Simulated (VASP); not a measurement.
Input of a VASP 6.6.1 run:

File INCAR:

```
  PREC = Accurate
  ENCUT = 520
  EDIFF = 1E-6
  ISMEAR = 0
  SIGMA = 0.1
  LREAL = False
  LASPH = True
  NELM = 60
  ALGO = Fast
  ISIF = 2
  LWAVE = False
  LCHARG = False
  GGA = PS
  NBANDS = 44
```

Contents of KPOINTS:

```
Automatic mesh
0
Gamma
  12 12 8
```

File POSCAR:

```
CoSn
1.0
    5.3220891756      0.0000000000      0.0000000000
   -2.6610445878      4.6090644273      0.0000000000
    0.0000000000      0.0000000000      4.2502273851
Co Sn
3 3
Direct
    0.0000000000      0.5000000000      0.0000000000
    0.5000000000      0.5000000000      0.0000000000
    0.5000000000      0.0000000000      0.0000000000
    0.6666666667      0.3333333333      0.5000000000
    0.3333333333      0.6666666667      0.5000000000
    0.0000000000      0.0000000000      0.0000000000
```

Potentials or basis: VASP PAW PBE potentials, release 64 (Co, Sn_d).

Run with:

```sh
$ cat potpaw_PBE.64/Co/POTCAR potpaw_PBE.64/Sn_d/POTCAR > POTCAR
$ mpirun -np 1 vasp_std > vasp.out
```

Predict the band gap on the k mesh.

zero (an odd number of electrons rules out a gap without spin polarisation).

Predict the pressure.

-7.4 GPa.

Stress tensor (GPa, compression positive):
```
-7.37  0.00  0.00
 0.00 -7.37  0.00
 0.00  0.00 -7.46
```

Caveat: the cell stands under tension; the PAW data sets were made with another functional, which shifts forces and pressure a little; spin-orbit coupling is left out, which moves the levels of the heavy elements; the run has no spin polarisation, though such a crystal can be magnetic. Spin polarisation is off, so any magnetic state and its effect on volume and gap are missing.
